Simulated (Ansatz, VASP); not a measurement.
Two plane-wave programs on In

```
CELL_PARAMETERS angstrom
2.97553 -1.66639 -0.22169
2.97553 1.66639 -0.22169
-3.28429 0.00000 5.79694
ATOMIC_POSITIONS crystal
In 0.49874 0.50126 0.25000
In 0.50126 0.49874 0.75000
```

Change from the starting cell: the structure that the rattled cell fell into.

Alike in both runs: functional PBE; k mesh 20 × 20 × 10; occupations gaussian, width 0.1 eV; no spin polarisation.

Ansatz relaxed the structure, and its values are those at the end. VASP's run is a single point on that final structure, the one shown.

```csv
,VASP,Ansatz
version,VASP 6.6.1,Ansatz 0.2.0
potentials or method,"VASP PAW PBE potentials, release 64 (In_d), cutoff 520 eV","scalar-relativistic, plane waves, PAW"
valence electrons in the cell,26,26
```

Ansatz gave:

| Property | Result |
| --- | --- |
| gap on the k mesh at the Fermi level (eV) | none |
| pressure (GPa) | 0.0 |

Problem. What did VASP give for the same quantities?

Solution. gap on the k mesh at the Fermi level (eV): none; pressure (GPa): -0.1.

A gap of «none» marks a metal or a gap that the smearing closes.
